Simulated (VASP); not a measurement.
# Au in VASP: single point with PBE

Aim: the single point of Au with PBE.

Program: VASP 6.6.1. These are calculated values, not measurements. Logs are shortened: lines on timing, memory, paths and dates and some standing lists are left out, and cuts for length are marked.

### Step 1. The cell of the first run

The cell holds a slab with vacuum, 6 atoms: a = 2.900 Å, b = 2.900 Å, c = 27.200 Å, α = 90.00°, β = 90.00°, γ = 120.00°.

### Step 2. Single point, PBE

The input, INCAR:

```
SYSTEM = Au
PREC = Accurate ; ENCUT = 520
EDIFF = 1E-7 ; ISMEAR = -1
SIGMA = 0.05 ; LREAL = .False.
LASPH = .True. ; NELM = 100
ALGO = Normal ; ISIF = 2
LWAVE = .False. ; LCHARG = .False.
LDIPOL = .True. ; IDIPOL = 3
DIPOL = 0.5 0.5 0.500 ; GGA = PE
NBANDS = 42
```

The input, KPOINTS:

```
Automatic mesh
0
Gamma
  11 11 1
  0 0 0
```

The input, POSCAR:

```
Au
1.0
    2.8999984105      0.0000000000      0.0000000000
   -1.4499992052      2.5114722944      0.0000000000
    0.0000000000      0.0000000000     27.2000000000
Au
6
Direct
    0.3333333333      0.6666666666      0.2757352941
    0.6666666667      0.3333333334      0.3654411765
    0.3333333333      0.6666666666      0.4551470588
    0.6666666667      0.3333333334      0.5448529412
    0.3333333333      0.6666666666      0.6345588235
    0.6666666667      0.3333333334      0.7242647059
```

Potentials or basis: VASP PAW PBE potentials, release 64 (Au).

Launch:

```bash
$ cat potpaw_PBE.64/Au/POTCAR > POTCAR
$ mpirun -np 1 vasp_std > vasp.out
```

OUTCAR:

```text
SYSTEM = Au
   PREC = Accurate
   ENCUT = 520
   EDIFF = 1E-7
   ISMEAR = -1
   LREAL = .False.
   LASPH = .True.
   NELM = 100
   ISIF = 2
   GGA = PE

 ion  position               nearest neighbor table
   1  0.333  0.667  0.276-   2 2.96   2 2.96   2 2.96
   2  0.667  0.333  0.365-   3 2.96   3 2.96   3 2.96   1 2.96   1 2.96   1 2.96
   3  0.333  0.667  0.455-   2 2.96   2 2.96   2 2.96   4 2.96   4 2.96   4 2.96
   4  0.667  0.333  0.545-   5 2.96   5 2.96   5 2.96   3 2.96   3 2.96   3 2.96
   5  0.333  0.667  0.635-   4 2.96   4 2.96   4 2.96   6 2.96   6 2.96   6 2.96
   6  0.667  0.333  0.724-   5 2.96   5 2.96   5 2.96

  LATTYP: Found a hexagonal cell.
 ALAT       =     2.8999984105
 C/A-ratio  =     9.3793154857

  Lattice vectors:

 A1 = (   2.8999984105,   0.0000000000,   0.0000000000)
 A2 = (  -1.4499992052,   2.5114722944,   0.0000000000)
 A3 = (   0.0000000000,   0.0000000000,  27.2000000000)

Analysis of symmetry for initial positions (statically):
=====================================================================
 Subroutine PRICEL returns:
 Original cell was already a primitive cell.

 Routine SETGRP: Setting up the symmetry group for a
 hexagonal supercell.

 Subroutine GETGRP returns: Found 12 space group operations
 (whereof 12 operations were pure point group operations)
 out of a pool of 24 trial point group operations.

The static configuration has the point symmetry D_3d.

Analysis of symmetry for dynamics (positions and initial velocities):
=====================================================================
 Subroutine PRICEL returns:
 Original cell was already a primitive cell.

 Routine SETGRP: Setting up the symmetry group for a
 hexagonal supercell.

 Subroutine GETGRP returns: Found 12 space group operations
 (whereof 12 operations were pure point group operations)
 out of a pool of 24 trial point group operations.

The dynamic configuration has the point symmetry D_3d.

 Subroutine INISYM returns: Found 12 space group operations
 (whereof 12 operations are pure point group operations),
 and found     1 'primitive' translations

----------------------------------------------------------------------------------------

                                     Primitive cell

  volume of cell :     198.1048

  direct lattice vectors                    reciprocal lattice vectors
     2.899998410  0.000000000  0.000000000     0.344827775  0.199086409  0.000000000
    -1.449999205  2.511472294  0.000000000     0.000000000  0.398172818  0.000000000
     0.000000000  0.000000000 27.200000000     0.000000000  0.000000000  0.036764706

  length of vectors
     2.899998410  2.899998410 27.200000000     0.398172818  0.398172818  0.036764706

  position of ions in fractional coordinates (direct lattice)
     0.333333333  0.666666667  0.275735294
     0.666666667  0.333333333  0.365441176
     0.333333333  0.666666667  0.455147059
     0.666666667  0.333333333  0.544852941
     0.333333333  0.666666667  0.634558824
     0.666666667  0.333333333  0.724264706

  ion indices of the primitive-cell ions
   primitive index   ion index
                 1           1
                 2           2
                 3           3
                 4           4
                 5           5
                 6           6

----------------------------------------------------------------------------------------

 KPOINTS: Automatic mesh

Automatic generation of k-mesh.
 Grid dimensions read from file:
 generate k-points for:   11   11    1

 Generating k-lattice:

  Cartesian coordinates                     Fractional coordinates (reciprocal lattice)
     0.031347980  0.018098764  0.000000000     0.090909091  0.000000000  0.000000000
     0.000000000  0.036197529  0.000000000     0.000000000  0.090909091  0.000000000
     0.000000000  0.000000000  0.036764706     0.000000000  0.000000000  1.000000000

  Length of vectors
     0.036197529  0.036197529  0.036764706

  Shift w.r.t. Gamma in fractional coordinates (k-lattice)
     0.000000000  0.000000000  0.000000000

 Subroutine IBZKPT returns following result:
 ===========================================

 Found     16 irreducible k-points:

 Following reciprocal coordinates:
            Coordinates               Weight
  0.000000  0.000000  0.000000      1.000000
  0.090909  0.000000  0.000000      6.000000
  0.181818  0.000000  0.000000      6.000000
  0.272727  0.000000  0.000000      6.000000
  0.363636  0.000000  0.000000      6.000000
  0.454545  0.000000  0.000000      6.000000
[... 8 lines left out ...]
  0.272727  0.272727  0.000000      6.000000
  0.363636  0.272727  0.000000      6.000000
   k-points           NKPTS =     16   k-points in BZ     NKDIM =     16   number of bands    NBANDS=     42
   number of dos      NEDOS =    301   number of ions     NIONS =      6
   total plane-waves  NPLWV = 120960
   dimension x,y,z NGX =    24 NGY =   24 NGZ =  210
   dimension x,y,z NGXF=    48 NGYF=   48 NGZF=  420
   ions per type =               6
   NGX,Y,Z   is equivalent  to a cutoff of  13.76, 13.76, 12.84 a.u.
   NGXF,Y,Z  is equivalent  to a cutoff of  27.52, 27.52, 25.67 a.u.
 SYSTEM =  Au
   PREC   = accura    normal or accurate (medium, high low for compatibility)
   ISTART =      0    job   : 0-new  1-cont  2-samecut
   ICHARG =      2    charge: 1-file 2-atom 10-const
   ISPIN  =      1    spin polarized calculation?
   LNONCOLLINEAR =      F non collinear calculations
   LSORBIT =      F    spin-orbit coupling
   LASPH  =      T    aspherical Exc in radial PAW
   ENCUT  =  520.0 eV  38.22 Ry    6.18 a.u.   5.39  5.39 50.57*2*pi/ulx,y,z
   NELM   =    100;   NELMIN=  2; NELMDL= -5     # of ELM steps
   EDIFF  = 0.1E-06   stopping-criterion for ELM
   LREAL  =      F    real-space projection
   EDIFFG = 0.1E-05   stopping-criterion for IOM
   NSW    =      0    number of steps for IOM
   IBRION =     -1    ionic relax: 0-MD 1-quasi-New 2-CG
   NFREE  =      0    steps in history (QN), initial steepest desc. (CG)
   ISIF   =      2    stress and relaxation
   ISYM   =      2    0-nonsym 1-usesym 2-fastsym
   POTIM  = 0.5000    time-step for ionic-motion
   TEBEG  =    0.0;   TEEND  =   0.0 temperature during run
   PSTRESS=    0.0 pullay stress
   NELECT =      66.0000    total number of electrons
   NUPDOWN=      -1.0000    fix difference up-down
   EMIN   =  10.00;   EMAX   =-10.00  energy-range for DOS
   EFERMI =   0.00;   METHOD = LEGACY
   ISMEAR =    -1;   SIGMA  =   0.05  broadening in eV -4-tet -1-fermi 0-gaus
   EFERMI_NEDOS =   21; number of points for ismear=-14 and -15
   IALGO  =     38    algorithm
   IMIX   =      4    mixing-type and parameters
     AMIX     =   0.40;   BMIX     =  1.00
     AMIX_MAG =   1.60;   BMIX_MAG =  1.00
  volume/ion in A,a.u.               =      33.02       222.81
  Fermi-wavevector in a.u.,A,eV,Ry     =   1.134901  2.144651 17.524293  1.287999
  Thomas-Fermi vector in A             =   2.271605
   LORBIT       =      0    0 simple, 1 ext, 2 COOP (PROOUT), +10 PAW based schemes
   GGA     = PE    functional components
   LHFCALC =     F    Hartree Fock is set to
   AEXX    =    0.0000 exact exchange contribution
   IVDW    =     0    specifies the selected vdW correction
   LEPSILON=     F    determine dielectric tensor
   LRPA    =     F    only Hartree local field effects (RPA)
 non-spin polarized calculation
  energy-cutoff  :      520.00
  volume of cell :      198.10
 maximum number of plane-waves:      5429
 NGX is ok and might be reduce to    24
   NGX = 11   NGY = 11   NGZ =101

 dipolmoment           0.000000      0.000000      0.000000 electrons x Angstroem

 number of electron      66.0000008 magnetization

 dipolmoment           0.000000      0.000000     -0.000000 electrons x Angstroem

 Free energy of the ion-electron system (eV)
  ---------------------------------------------------
  ext. energy  EPLUGINS =         0.00000000
  ---------------------------------------------------
  free energy    TOTEN  =       -18.73632589 eV

  energy without entropy =      -18.72018687  energy(sigma->0) =      -18.72825638

 E-fermi :   2.1467     XC(G=0):  -7.2859

 val. band max:        2.1365556239   @ k =   0.2727   0.1818   0.0000
 cond. band min:       2.2465450279   @ k =   0.0000   0.0000   0.0000
 fundamental gap:      0.1099894039
 Fermi energy:         2.1467000876

 k-point     1 :       0.0000    0.0000    0.0000
  band No.  band energies     occupation
      1      -6.8820      2.00000
      2      -6.2998      2.00000
      3      -5.5413      2.00000
      4      -4.9055      2.00000
      5      -4.5801      2.00000
      6      -4.5644      2.00000
[... 34 lines left out ...]
     41       8.2177      0.00000
     42       9.7754      0.00000

 k-point     2 :       0.0909    0.0000    0.0000
  band No.  band energies     occupation
      1      -6.6317      2.00000
      2      -6.0538      2.00000
      3      -5.2972      2.00000
      4      -4.6665      2.00000
      5      -4.3609      2.00000
      6      -4.3331      2.00000
[... 34 lines left out ...]
     41       8.3881      0.00000
     42       9.9559      0.00000

 k-point     3 :       0.1818    0.0000    0.0000
  band No.  band energies     occupation
      1      -5.9337      2.00000
      2      -5.3871      2.00000
      3      -4.6667      2.00000
      4      -4.0792      2.00000
      5      -3.8283      2.00000
      6      -3.7695      2.00000
[... 537 lines left out ...]
      4      -3.2268      2.00000
      5      -3.2150      2.00000
      6      -2.8668      2.00000
[... 34 lines left out ...]
     41       8.3938      0.00000
     42       8.5799      0.00000

 k-point    16 :       0.3636    0.2727    0.0000
  band No.  band energies     occupation
      1      -3.4852      2.00000
      2      -3.4072      2.00000
      3      -3.2678      2.00000
      4      -3.1111      2.00000
      5      -3.0645      2.00000
      6      -2.9226      2.00000
[... 34 lines left out ...]
     41       8.5885      0.00000
     42       8.7382      0.00000

------------------------ aborting loop because EDIFF is reached ----------------------------------------

 vacuum level on the upper side and lower side of the slab       (xc-potential included)        -0.006        -0.006

  FORCE on cell =-STRESS in cart. coord.  units (eV):
  Direction    XX          YY          ZZ          XY          YZ          ZX
  --------------------------------------------------------------------------------------
  -------------------------------------------------------------------------------------
  Total       -0.9216034     -0.9216034      0.4923538     -0.0000000      0.0000000     -0.0000000
  in kB       -7.4534890     -7.4534890      3.9819227     -0.0000000      0.0000000     -0.0000000
  external PRESSURE =      -3.6416851 kB  Pullay stress =       0.0000000 kB

 VOLUME and BASIS-vectors are now :
 -----------------------------------------------------------------------------
  energy-cutoff  :      520.00
  volume of cell :      198.10
      direct lattice vectors                 reciprocal lattice vectors
     2.899998410  0.000000000  0.000000000     0.344827775  0.199086409  0.000000000
    -1.449999205  2.511472294  0.000000000     0.000000000  0.398172818  0.000000000
     0.000000000  0.000000000 27.200000000     0.000000000  0.000000000  0.036764706

 POSITION                                       TOTAL-FORCE (eV/Angst)
 -----------------------------------------------------------------------------------
      0.00000      1.67431      7.50000        -0.000000      0.000000     -0.098284
      1.45000      0.83716      9.94000         0.000000     -0.000000      0.092740
      0.00000      1.67431     12.38000         0.000000     -0.000000     -0.018606
      1.45000      0.83716     14.82000        -0.000000      0.000000      0.018606
      0.00000      1.67431     17.26000         0.000000      0.000000     -0.092740
      1.45000      0.83716     19.70000        -0.000000     -0.000000      0.098284
 -----------------------------------------------------------------------------------
    total drift:                               -0.000000      0.000000     -0.000000

  FREE ENERGIE OF THE ION-ELECTRON SYSTEM (eV)
  ---------------------------------------------------
  free  energy   TOTEN  =       -18.7363258866 eV

  energy  without entropy=      -18.7201868667  energy(sigma->0) =      -18.72825638

 vacuum level on the upper side and lower side of the slab         7.462         7.462
```

It took 3.5 min on 1 thread of Intel Xeon Platinum 8259CL at 2.50GHz (Skylake/Cascade Lake), shared host; peak memory 0.37 GiB.

What came out:

- Free energy: -18.7363 eV
- Largest force: 0.098 eV/Å
- Band gap on the k mesh: zero (band 33 reaches 4.95 eV, above the bottom of band 34 at 0.24 eV)

Forces on the atoms (eV/Å):
```
Au   0.000  0.000 -0.098
Au   0.000  0.000  0.093
Au   0.000  0.000 -0.019
Au   0.000  0.000  0.019
Au   0.000  0.000 -0.093
Au   0.000  0.000  0.098
```

Caveat: spin-orbit coupling is left out, which moves the levels of the heavy elements.
